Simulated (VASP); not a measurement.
# K (Pm-3m) in VASP: notebook, part 2 of 2

VASP 6.6.1. Earlier steps stand in the parts before.

### 3 Single point, revPBE (78.81 Å³/atom)

This run uses another cell than the first one, of 78.81 Å³/atom.

INCAR

```
SYSTEM = K
  PREC = Accurate
  ENCUT = 520
  EDIFF = 1E-6
  ISMEAR = -1
  SIGMA = 0.1
  LREAL = .False.
  LASPH = .True.
  NELM = 100
  ALGO = Normal
  ISIF = 2
  LWAVE = .False.
  LCHARG = .False.
  GGA = RE
  NBANDS = 10
```

KPOINTS

```
regular mesh
0
Gamma
  8 8 8
  0 0 0
```

POSCAR

```
K
1.0
    4.2874778989      0.0000000000      0.0000000000
    0.0000000000      4.2874778989      0.0000000000
    0.0000000000      0.0000000000      4.2874778989
K
1
Direct
    0.0000000000      0.0000000000      0.0000000000
```

Potentials or basis: VASP PAW PBE potentials, release 64 (K_sv).

Run with:

```sh
cat potpaw_PBE.64/K_sv/POTCAR > POTCAR
mpirun -np 1 vasp_std > vasp.out
```

OUTCAR:

```text
SYSTEM = K
   PREC = Accurate
   ENCUT = 520
   EDIFF = 1E-6
   ISMEAR = -1
   LREAL = .False.
   LASPH = .True.
   NELM = 100
   ISIF = 2
   GGA = RE

 ion  position               nearest neighbor table
   1  0.000  0.000  0.000-

  LATTYP: Found a simple cubic cell.
 ALAT       =     4.2874778989

  Lattice vectors:

 A1 = (   4.2874778989,   0.0000000000,   0.0000000000)
 A2 = (   0.0000000000,   4.2874778989,   0.0000000000)
 A3 = (   0.0000000000,   0.0000000000,   4.2874778989)

Analysis of symmetry for initial positions (statically):
=====================================================================
 Subroutine PRICEL returns:
 Original cell was already a primitive cell.

 Routine SETGRP: Setting up the symmetry group for a
 simple cubic supercell.

 Subroutine GETGRP returns: Found 48 space group operations
 (whereof 48 operations were pure point group operations)
 out of a pool of 48 trial point group operations.

The static configuration has the point symmetry O_h .

Analysis of symmetry for dynamics (positions and initial velocities):
=====================================================================
 Subroutine PRICEL returns:
 Original cell was already a primitive cell.

 Routine SETGRP: Setting up the symmetry group for a
 simple cubic supercell.

 Subroutine GETGRP returns: Found 48 space group operations
 (whereof 48 operations were pure point group operations)
 out of a pool of 48 trial point group operations.

The dynamic configuration has the point symmetry O_h .

 Subroutine INISYM returns: Found 48 space group operations
 (whereof 48 operations are pure point group operations),
 and found     1 'primitive' translations

[... 113 lines left out ...]
  volume/ion in A,a.u.               =      78.81       531.87
  Fermi-wavevector in a.u.,A,eV,Ry     =   0.794244  1.500903  8.582869  0.630823
  Thomas-Fermi vector in A             =   1.900338
   LORBIT       =      0    0 simple, 1 ext, 2 COOP (PROOUT), +10 PAW based schemes
   GGA     = RE    functional components
   LHFCALC =     F    Hartree Fock is set to
   AEXX    =    0.0000 exact exchange contribution
   IVDW    =     0    specifies the selected vdW correction
   LEPSILON=     F    determine dielectric tensor
   LRPA    =     F    only Hartree local field effects (RPA)
 non-spin polarized calculation
  energy-cutoff  :      520.00
  volume of cell :       78.81
 maximum number of plane-waves:      2176
 NGX is ok and might be reduce to    32
   NGX = 15   NGY = 15   NGZ = 15

 number of electron       9.0000001 magnetization

 Free energy of the ion-electron system (eV)
  ---------------------------------------------------
  ext. energy  EPLUGINS =         0.00000000
  ---------------------------------------------------
  free energy    TOTEN  =        -0.85416807 eV

  energy without entropy =       -0.83073734  energy(sigma->0) =       -0.84245270

 E-fermi :  -0.1136     XC(G=0):  -5.3662

 val. band max:       -0.1264004493   @ k =   0.5000   0.0000   0.0000
 cond. band min:       0.0137625541   @ k =   0.5000   0.0000   0.0000
 fundamental gap:      0.1401630034
 Fermi energy:        -0.1136391534

 k-point     1 :       0.0000    0.0000    0.0000
  band No.  band energies     occupation
      1     -32.5778      2.00000
      2     -15.9862      2.00000
      3     -15.9862      2.00000
      4     -15.9862      2.00000
      5      -2.1900      2.00000
      6       2.8037      0.00000
      7       2.8037      0.00000
      8       6.0696      0.00000
      9       6.0723      0.00000
     10       6.2387      0.00000
[... 287 lines left out ...]
 k-point    24 :       0.5000    0.3750    0.1250
  band No.  band energies     occupation
      1     -32.5693      2.00000
      2     -16.0608      2.00000
      3     -16.0475      2.00000
      4     -15.9848      2.00000
      5       0.8047      0.00021
      6       1.3206      0.00000
      7       2.4779      0.00000
      8       2.9762      0.00000
      9       4.7705      0.00000
     10       4.8615      0.00000

 [... further k-points ...]

------------------------ aborting loop because EDIFF is reached ----------------------------------------

  FORCE on cell =-STRESS in cart. coord.  units (eV):
  Direction    XX          YY          ZZ          XY          YZ          ZX
  --------------------------------------------------------------------------------------
  -------------------------------------------------------------------------------------
  Total        0.1119061      0.1119061      0.1119061      0.0000000     -0.0000000      0.0000000
  in kB        2.2748801      2.2748801      2.2748801      0.0000000     -0.0000000      0.0000000
  external PRESSURE =       2.2748801 kB  Pullay stress =       0.0000000 kB

 VOLUME and BASIS-vectors are now :
 -----------------------------------------------------------------------------
  energy-cutoff  :      520.00
  volume of cell :       78.81
      direct lattice vectors                 reciprocal lattice vectors
     4.287477899  0.000000000  0.000000000     0.233237354  0.000000000  0.000000000
     0.000000000  4.287477899  0.000000000     0.000000000  0.233237354  0.000000000
     0.000000000  0.000000000  4.287477899     0.000000000  0.000000000  0.233237354

 POSITION                                       TOTAL-FORCE (eV/Angst)
 -----------------------------------------------------------------------------------
      0.00000      0.00000      0.00000         0.000000      0.000000      0.000000
 -----------------------------------------------------------------------------------
    total drift:                               -0.000000      0.000000      0.000000

  FREE ENERGIE OF THE ION-ELECTRON SYSTEM (eV)
  ---------------------------------------------------
  free  energy   TOTEN  =        -0.8541680671 eV

  energy  without entropy=       -0.8307373352  energy(sigma->0) =       -0.84245270
```

Run time: 21 s. Hardware: 1 thread of Intel Xeon 8259CL, shared host; peak memory 0.18 GiB.

What came out:

```
Free energy            : -0.8542 eV
Pressure               : 0.2 GPa
Band gap on the k mesh : zero (an odd number of electrons rules out a gap without spin polarisation)
```

Caveat: the PAW data sets were made with another functional, which shifts forces and pressure a little.
